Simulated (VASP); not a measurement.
# C16O31 (a cell with a defect) in VASP: a series of runs

C16O31 (a cell with a defect) is run at these levels: PBE; tasks: single point.

All numbers are computed with VASP 6.6.1; they aren't measurements. Logs are shortened: lines on timing, memory, paths and dates and some standing lists are left out, and cuts for length are marked.

**1. The cell of the first run**

The cell holds a defect, 47 atoms: a = 9.734 Å, b = 9.734 Å, c = 9.734 Å, α = 109.47°, β = 109.47°, γ = 109.47°.

**2. Single point, PBE**

INCAR

```
PREC = Accurate
ENCUT = 520
EDIFF = 1E-6
ISMEAR = -1
SIGMA = 0.01
LREAL = Auto
LASPH = T
NELM = 100
ALGO = Normal
ISIF = 2
LWAVE = F
LCHARG = T
GGA = PE
LELF = T
LVHAR = T
NBANDS = 154
NELECT = 248.0
```

KPOINTS

```
Automatic mesh
0
Gamma
  3 3 3
```

POSCAR

```
C16O31
1.0
   -5.6200000000      5.6200000000      5.6200000000
    5.6200000000     -5.6200000000      5.6200000000
    5.6200000000      5.6200000000     -5.6200000000
C O
16 31
Direct
    0.0000000000      0.0000000000      0.0000000000
    0.5000000000      0.5000000000      0.0000000000
    0.5000000000      0.0000000000      0.5000000000
    0.0000000000      0.5000000000      0.5000000000
    0.2500000000      0.5000000000      0.2500000000
    0.7500000000      0.0000000000      0.2500000000
    0.7500000000      0.5000000000      0.7500000000
    0.2500000000      0.0000000000      0.7500000000
    0.2500000000      0.2500000000      0.5000000000
    0.7500000000      0.7500000000      0.5000000000
    0.7500000000      0.2500000000      0.0000000000
    0.2500000000      0.7500000000      0.0000000000
    0.5000000000      0.2500000000      0.2500000000
    0.0000000000      0.7500000000      0.2500000000
    0.0000000000      0.2500000000      0.7500000000
    0.5000000000      0.7500000000      0.7500000000
    0.6670000000      0.6670000000      0.1670000000
    0.6670000000      0.1670000000      0.6670000000
    0.1670000000      0.6670000000      0.6670000000
    0.7500000000      0.5000000000      0.5830000000
    0.2500000000      0.0000000000      0.5830000000
    0.2500000000      0.5000000000      0.0830000000
    0.7500000000      0.0000000000      0.0830000000
    0.5830000000      0.7500000000      0.5000000000
    0.0830000000      0.2500000000      0.5000000000
    0.0830000000      0.7500000000      0.0000000000
    0.5830000000      0.2500000000      0.0000000000
    0.5000000000      0.5830000000      0.7500000000
    0.0000000000      0.0830000000      0.7500000000
    0.0000000000      0.5830000000      0.2500000000
    0.5000000000      0.0830000000      0.2500000000
    0.8330000000      0.8330000000      0.8330000000
    0.3330000000      0.3330000000      0.8330000000
    0.3330000000      0.8330000000      0.3330000000
    0.8330000000      0.3330000000      0.3330000000
    0.2500000000      0.5000000000      0.4170000000
    0.7500000000      0.0000000000      0.4170000000
    0.7500000000      0.5000000000      0.9170000000
    0.2500000000      0.0000000000      0.9170000000
    0.4170000000      0.2500000000      0.5000000000
    0.9170000000      0.7500000000      0.5000000000
    0.9170000000      0.2500000000      0.0000000000
    0.4170000000      0.7500000000      0.0000000000
    0.5000000000      0.4170000000      0.2500000000
    0.0000000000      0.9170000000      0.2500000000
    0.0000000000      0.4170000000      0.7500000000
    0.5000000000      0.9170000000      0.7500000000
```

Potentials or basis: VASP PAW PBE potentials, release 64 (C, O).

On the command line:

```
cat potpaw_PBE.64/C/POTCAR potpaw_PBE.64/O/POTCAR > POTCAR
mpirun -np 1 vasp_std > vasp.out
```

OUTCAR:

```text
PREC = Accurate
   ENCUT = 520
   EDIFF = 1E-6
   ISMEAR = -1
   LREAL = Auto
   LASPH = T
   NELM = 100
   ISIF = 2
   GGA = PE
   NELECT = 248.0

 ion  position               nearest neighbor table
   1  0.000  0.000  0.000-  32 1.63
   2  0.500  0.500  0.000-  17 1.63  33 1.63
   3  0.500  0.000  0.500-  18 1.63  34 1.63
   4  0.000  0.500  0.500-  19 1.63  35 1.63
   5  0.250  0.500  0.250-  22 1.63  36 1.63
   6  0.750  0.000  0.250-  23 1.63  37 1.63
   7  0.750  0.500  0.750-  20 1.63  38 1.63
   8  0.250  0.000  0.750-  21 1.63  39 1.63
   9  0.250  0.250  0.500-  25 1.63  40 1.63
  10  0.750  0.750  0.500-  24 1.63  41 1.63
  11  0.750  0.250  0.000-  27 1.63  42 1.63
  12  0.250  0.750  0.000-  26 1.63  43 1.63
  13  0.500  0.250  0.250-  31 1.63  44 1.63
  14  0.000  0.750  0.250-  30 1.63  45 1.63
  15  0.000  0.250  0.750-  29 1.63  46 1.63
  16  0.500  0.750  0.750-  28 1.63  47 1.63
  17  0.667  0.667  0.167-   2 1.63
  18  0.667  0.167  0.667-   3 1.63
  19  0.167  0.667  0.667-   4 1.63
  20  0.750  0.500  0.583-   7 1.63
  21  0.250  0.000  0.583-   8 1.63
  22  0.250  0.500  0.083-   5 1.63
[... 23 lines left out ...]
  46  0.000  0.417  0.750-  15 1.63
  47  0.500  0.917  0.750-  16 1.63

  LATTYP: Found a body centered cubic cell.
 ALAT       =    11.2400000000

  Lattice vectors:

 A1 = (  -5.6200000000,   5.6200000000,   5.6200000000)
 A2 = (   5.6200000000,  -5.6200000000,   5.6200000000)
 A3 = (   5.6200000000,   5.6200000000,  -5.6200000000)

Analysis of symmetry for initial positions (statically):
=====================================================================
 Subroutine PRICEL returns:
 Original cell was already a primitive cell.

 Routine SETGRP: Setting up the symmetry group for a
 body centered cubic supercell.

 Subroutine GETGRP returns: Found  3 space group operations
 (whereof  3 operations were pure point group operations)
 out of a pool of 48 trial point group operations.

The static configuration has the point symmetry C_3 .

Analysis of symmetry for dynamics (positions and initial velocities):
=====================================================================
 Subroutine PRICEL returns:
 Original cell was already a primitive cell.

 Routine SETGRP: Setting up the symmetry group for a
 body centered cubic supercell.

 Subroutine GETGRP returns: Found  3 space group operations
 (whereof  3 operations were pure point group operations)
 out of a pool of 48 trial point group operations.

The dynamic configuration has the point symmetry C_3 .

 Subroutine INISYM returns: Found  3 space group operations
 (whereof  3 operations are pure point group operations),
 and found     1 'primitive' translations

----------------------------------------------------------------------------------------

                                     Primitive cell

  volume of cell :     710.0173

  direct lattice vectors                    reciprocal lattice vectors
    -5.620000000  5.620000000  5.620000000     0.000000000  0.088967972  0.088967972
     5.620000000 -5.620000000  5.620000000     0.088967972  0.000000000  0.088967972
     5.620000000  5.620000000 -5.620000000     0.088967972  0.088967972  0.000000000

  length of vectors
     9.734125539  9.734125539  9.734125539     0.125819712  0.125819712  0.125819712

  position of ions in fractional coordinates (direct lattice)
     0.000000000  0.000000000  0.000000000
     0.500000000  0.500000000  0.000000000
     0.500000000  0.000000000  0.500000000
     0.000000000  0.500000000  0.500000000
     0.250000000  0.500000000  0.250000000
     0.750000000  0.000000000  0.250000000
[... 39 lines left out ...]
     0.000000000  0.417000000  0.750000000
     0.500000000  0.917000000  0.750000000

  ion indices of the primitive-cell ions
   primitive index   ion index
                 1           1
                 2           2
                 3           3
                 4           4
                 5           5
                 6           6
[... 39 lines left out ...]
                46          46
                47          47

----------------------------------------------------------------------------------------

 KPOINTS: Automatic mesh

Automatic generation of k-mesh.
 Grid dimensions read from file:
 generate k-points for:    3    3    3

 Generating k-lattice:

  Cartesian coordinates                     Fractional coordinates (reciprocal lattice)
     0.000000000  0.029655991  0.029655991     0.333333333  0.000000000  0.000000000
     0.029655991  0.000000000  0.029655991     0.000000000  0.333333333  0.000000000
     0.029655991  0.029655991  0.000000000     0.000000000  0.000000000  0.333333333

  Length of vectors
     0.041939904  0.041939904  0.041939904

  Shift w.r.t. Gamma in fractional coordinates (k-lattice)
     0.000000000  0.000000000  0.000000000

 Subroutine IBZKPT returns following result:
 ===========================================

[... 53 lines left out ...]
   GGA     = PE    functional components
   LHFCALC =     F    Hartree Fock is set to
   AEXX    =    0.0000 exact exchange contribution
   IVDW    =     0    specifies the selected vdW correction
   LEPSILON=     F    determine dielectric tensor
   LRPA    =     F    only Hartree local field effects (RPA)
 non-spin polarized calculation
  energy-cutoff  :      520.00
  volume of cell :      710.02
 maximum number of plane-waves:     19167
   NGX = 37   NGY = 37   NGZ = 37

 number of electron     248.0000084 magnetization

 Free energy of the ion-electron system (eV)
  ---------------------------------------------------
  ext. energy  EPLUGINS =         0.00000000
  ---------------------------------------------------
  free energy    TOTEN  =      -229.18369032 eV

  energy without entropy =     -229.17088444  energy(sigma->0) =     -229.17728738

 E-fermi :  -2.8687     XC(G=0):  -8.3431

 val. band max:       -2.8735541913   @ k =  -0.3333   0.3333   0.3333
 cond. band min:      -2.8581532731   @ k =  -0.3333   0.3333   0.3333
 fundamental gap:      0.0154009182
 Fermi energy:        -2.8687432683

 k-point     1 :       0.0000    0.0000    0.0000
  band No.  band energies     occupation
      1     -20.2632      2.00000
      2     -19.8190      2.00000
      3     -19.8190      2.00000
      4     -19.8167      2.00000
      5     -19.8149      2.00000
      6     -19.8149      2.00000
[... 128 lines left out ...]
    135      -0.5603      0.00000
    136      -0.5397      0.00000

 k-point     2 :       0.3333    0.0000    0.0000
  band No.  band energies     occupation
      1     -20.1983      2.00000
      2     -20.0230      2.00000
      3     -19.8959      2.00000
      4     -19.8886      2.00000
      5     -19.8859      2.00000
      6     -19.8403      2.00000
[... 128 lines left out ...]
    135      -0.5224      0.00000
    136      -0.5153      0.00000

 k-point     3 :       0.3333    0.0000   -0.3333
  band No.  band energies     occupation
      1     -20.1987      2.00000
      2     -20.0198      2.00000
      3     -19.8953      2.00000
      4     -19.8899      2.00000
      5     -19.8814      2.00000
      6     -19.8446      2.00000
[... 128 lines left out ...]
    135      -0.5203      0.00000
    136      -0.5108      0.00000

 k-point     4 :       0.3333    0.3333    0.0000
  band No.  band energies     occupation
      1     -20.0948      2.00000
      2     -20.0861      2.00000
      3     -20.0492      2.00000
      4     -19.9213      2.00000
      5     -19.7995      2.00000
      6     -19.7914      2.00000
[... 128 lines left out ...]
    135      -0.5127      0.00000
    136      -0.4869      0.00000

 k-point     5 :      -0.3333   -0.3333   -0.3333
  band No.  band energies     occupation
      1     -20.0952      2.00000
      2     -20.0940      2.00000
      3     -20.0331      2.00000
      4     -19.9267      2.00000
      5     -19.8009      2.00000
      6     -19.8001      2.00000
[... 128 lines left out ...]
    135      -0.5075      0.00000
    136      -0.4970      0.00000

 k-point     6 :      -0.3333    0.3333    0.3333
  band No.  band energies     occupation
      1     -20.1365      2.00000
      2     -19.9862      2.00000
      3     -19.9751      2.00000
      4     -19.9725      2.00000
      5     -19.9202      2.00000
      6     -19.8178      2.00000
[... 128 lines left out ...]
    135      -0.4969      0.00000
    136      -0.4896      0.00000
 [bands above 136 left out]

------------------------ aborting loop because EDIFF is reached ----------------------------------------

  FORCE on cell =-STRESS in cart. coord.  units (eV):
  Direction    XX          YY          ZZ          XY          YZ          ZX
  --------------------------------------------------------------------------------------
  -------------------------------------------------------------------------------------
  Total     -173.7347213   -173.7347213   -173.7347213      5.2566351      5.2566351      5.2566351
  in kB     -392.0380914   -392.0380914   -392.0380914     11.8617693     11.8617693     11.8617693
  external PRESSURE =    -392.0380914 kB  Pullay stress =       0.0000000 kB

 VOLUME and BASIS-vectors are now :
 -----------------------------------------------------------------------------
  energy-cutoff  :      520.00
  volume of cell :      710.02
      direct lattice vectors                 reciprocal lattice vectors
    -5.620000000  5.620000000  5.620000000     0.000000000  0.088967972  0.088967972
     5.620000000 -5.620000000  5.620000000     0.088967972  0.000000000  0.088967972
     5.620000000  5.620000000 -5.620000000     0.088967972  0.088967972  0.000000000

 POSITION                                       TOTAL-FORCE (eV/Angst)
 -----------------------------------------------------------------------------------
      0.00000      0.00000      0.00000        -5.845059     -5.845059     -5.845059
      0.00000      0.00000      5.62000         0.025570      0.028048      0.032199
      0.00000      5.62000      0.00000         0.028048      0.032199      0.025570
      5.62000      0.00000      0.00000         0.032199      0.025570      0.028048
      2.81000      0.00000      2.81000         0.136796      0.025559      0.062922
     -2.81000      5.62000      2.81000         0.049323      0.018848     -0.050082
[... 39 lines left out ...]
      6.55854      1.87146     -1.87146        -5.642937      5.646966     -5.646049
      6.55854      1.87146      3.74854        -5.628635      5.628631     -5.630152
 -----------------------------------------------------------------------------------
    total drift:                                0.002266      0.002266      0.002266

  FREE ENERGIE OF THE ION-ELECTRON SYSTEM (eV)
  ---------------------------------------------------
  free  energy   TOTEN  =      -229.1836903226 eV

  energy  without entropy=     -229.1708844426  energy(sigma->0) =     -229.17728738
```

Run time: 32 min. Hardware: 1 thread of Intel Xeon Platinum 8175M at 2.50GHz (Skylake/Cascade Lake), shared host; peak memory 1 GiB.

Results:

```yaml
Free_energy: -229.1837 eV
Largest_force: 10.124 eV/Å
```

Forces in eV/Å, atoms in the order of the input:
```
C   -5.845 -5.845 -5.845
C    0.026  0.028  0.032
C    0.028  0.032  0.026
C    0.032  0.026  0.028
C    0.137  0.026  0.063
C    0.049  0.019 -0.050
C    0.044 -0.025  0.051
C    0.048 -0.004 -0.007
C    0.063  0.137  0.026
C    0.051  0.044 -0.025
C   -0.007  0.048 -0.004
C   -0.050  0.049  0.019
C    0.026  0.063  0.137
C   -0.004 -0.007  0.048
C    0.019 -0.050  0.049
C   -0.025  0.051  0.044
O   -5.651 -5.663 -5.656
O   -5.663 -5.656 -5.651
O   -5.656 -5.651 -5.663
O    5.573  5.637 -5.648
O    5.630  5.643 -5.655
O    5.619  5.649 -5.686
O    5.574  5.639 -5.571
O   -5.648  5.573  5.637
O   -5.686  5.619  5.649
O   -5.571  5.574  5.639
O   -5.655  5.630  5.643
O    5.637 -5.648  5.573
O    5.639 -5.571  5.574
O    5.643 -5.655  5.630
O    5.649 -5.686  5.619
O    5.797  5.797  5.797
O    5.627  5.622  5.629
O    5.622  5.629  5.627
O    5.629  5.627  5.622
O   -5.789 -5.681  5.619
O   -5.646 -5.643  5.647
O   -5.630 -5.629  5.629
O   -5.588 -5.612  5.624
O    5.619 -5.789 -5.681
O    5.629 -5.630 -5.629
O    5.624 -5.588 -5.612
O    5.647 -5.646 -5.643
O   -5.681  5.619 -5.789
O   -5.612  5.624 -5.588
O   -5.643  5.647 -5.646
O   -5.629  5.629 -5.630
```

Caveat: the cell carries a net charge on a neutralising background, which shifts energy and pressure; the cell is charged against a uniform background, so pressure and absolute levels hang on convention.

**3. Single point, PBE**

INCAR

```
PREC     = Accurate       # precision mode
ENCUT    = 520            # plane-wave cutoff, eV
EDIFF    = 1E-7           # SCF threshold, eV
ISMEAR   = -1             # smearing method
SIGMA    = 0.01           # smearing width, eV
LREAL    = Auto         
LASPH    = True           # aspherical terms in the spheres
NELM     = 100            # most SCF steps
ALGO     = Normal         # electronic algorithm
ISIF     = 2              # what is computed and relaxed
LWAVE    = False          # write WAVECAR
LCHARG   = False          # write CHGCAR
GGA      = PE             # functional
NELECT   = 248.0        
NBANDS   = 154            # bands
```

KPOINTS is that of step 2.

POSCAR

```
C16O31
1.0
   -5.6200000000      5.6200000000      5.6200000000
    5.6200000000     -5.6200000000      5.6200000000
    5.6200000000      5.6200000000     -5.6200000000
C O
16 31
Direct
    0.0231184530      0.0231184530      0.0231184530
    0.4998205355      0.4981255443     -0.0018262275
    0.4981255443     -0.0018262275      0.4998205355
   -0.0018262275      0.4998205355      0.4981255443
    0.2446476092      0.4907567090      0.2411821604
    0.7451389645     -0.0028213650      0.2498553594
    0.7478888461      0.5004485565      0.7499709622
    0.2516807446      0.0014357377      0.7511919977
    0.2411821604      0.2446476092      0.4907567090
    0.7499709622      0.7478888461      0.5004485565
    0.7511919977      0.2516807446      0.0014357377
    0.2498553594      0.7451389645     -0.0028213650
    0.4907567090      0.2411821604      0.2446476092
    0.0014357377      0.7511919977      0.2516807446
   -0.0028213650      0.2498553594      0.7451389645
    0.5004485565      0.7499709622      0.7478888461
    0.6193124008      0.6167374691      0.1206182116
    0.6167374691      0.1206182116      0.6193124008
    0.1206182116      0.6193124008      0.6167374691
    0.7471097854      0.5040313384      0.6307436104
    0.2495873833      0.0009917686      0.6301484260
    0.2478990742      0.4984630260      0.1248063200
    0.7447787732     -0.0018206675      0.1299048260
    0.6307436104      0.7471097854      0.5040313384
    0.1248063200      0.2478990742      0.4984630260
    0.1299048260      0.7447787732     -0.0018206675
    0.6301484260      0.2495873833      0.0009917686
    0.5040313384      0.6307436104      0.7471097854
   -0.0018206675      0.1299048260      0.7447787732
    0.0009917686      0.6301484260      0.2495873833
    0.4984630260      0.1248063200      0.2478990742
    0.9067360810      0.9067360810      0.9067360810
    0.3803490493      0.3795550652      0.8757430975
    0.3795550652      0.8757430975      0.3803490493
    0.8757430975      0.3803490493      0.3795550652
    0.2412669137      0.4827881619      0.3574431971
    0.7454478223     -0.0040555231      0.3697815771
    0.7488547262      0.4974402220      0.8694442854
    0.2540429045      0.0019028794      0.8723332073
    0.3574431971      0.2412669137      0.4827881619
    0.8694442854      0.7488547262      0.4974402220
    0.8723332073      0.2540429045      0.0019028794
    0.3697815771      0.7454478223     -0.0040555231
    0.4827881619      0.3574431971      0.2412669137
    0.0019028794      0.8723332073      0.2540429045
   -0.0040555231      0.3697815771      0.7454478223
    0.4974402220      0.8694442854      0.7488547262
```

Potentials or basis: VASP PAW PBE potentials, release 64 (C, O).

On the command line:

```
cat potpaw_PBE.64/C/POTCAR potpaw_PBE.64/O/POTCAR > POTCAR
mpirun -np 1 vasp_std > vasp.out
```

Wall time 26 min (1 thread of Intel Xeon 6975P-C (Granite Rapids), shared host); peak memory 1 GiB.

Results (log left out):

- Free energy: -352.5401 eV
- Largest force: 0.964 eV/Å

Forces in eV/Å, atoms in the order of the input:
```
C    0.556  0.556  0.556
C    0.012  0.005  0.005
C    0.005  0.005  0.012
C    0.005  0.012  0.005
C   -0.004 -0.005  0.003
C   -0.001  0.005  0.007
C   -0.007  0.005  0.002
C    0.001  0.000  0.003
C    0.003 -0.004 -0.005
C    0.002 -0.007  0.005
C    0.003  0.001  0.000
C    0.007 -0.001  0.005
C   -0.005  0.003 -0.004
C    0.000  0.003  0.001
C    0.005  0.007 -0.001
C    0.005  0.002 -0.007
O    0.360  0.368  0.343
O    0.368  0.343  0.360
O    0.343  0.360  0.368
O   -0.343 -0.372  0.364
O   -0.357 -0.366  0.354
O   -0.339 -0.363  0.381
O   -0.362 -0.372  0.367
O    0.364 -0.343 -0.372
O    0.381 -0.339 -0.363
O    0.367 -0.362 -0.372
O    0.354 -0.357 -0.366
O   -0.372  0.364 -0.343
O   -0.372  0.367 -0.362
O   -0.366  0.354 -0.357
O   -0.363  0.381 -0.339
O   -0.549 -0.549 -0.549
O   -0.366 -0.368 -0.345
O   -0.368 -0.345 -0.366
O   -0.345 -0.366 -0.368
O    0.334  0.364 -0.387
O    0.354  0.362 -0.366
O    0.345  0.369 -0.368
O    0.356  0.370 -0.355
O   -0.387  0.334  0.364
O   -0.368  0.345  0.369
O   -0.355  0.356  0.370
O   -0.366  0.354  0.362
O    0.364 -0.387  0.334
O    0.370 -0.355  0.356
O    0.362 -0.366  0.354
O    0.369 -0.368  0.345
```

Levels at points of the mesh, in eV from the Fermi level:
| k point | band 122 | band 123 | band 124 | band 125 | band 126 | band 127 |
| --- | --- | --- | --- | --- | --- | --- |
| (0.00, 0.00, 0.00) | -0.12 | -0.06 | 0.05 | 0.05 | 6.85 | 6.85 |

Caveat: the cell carries a net charge on a neutralising background, which shifts energy and pressure; the cell is charged against a uniform background, so pressure and absolute levels hang on convention.
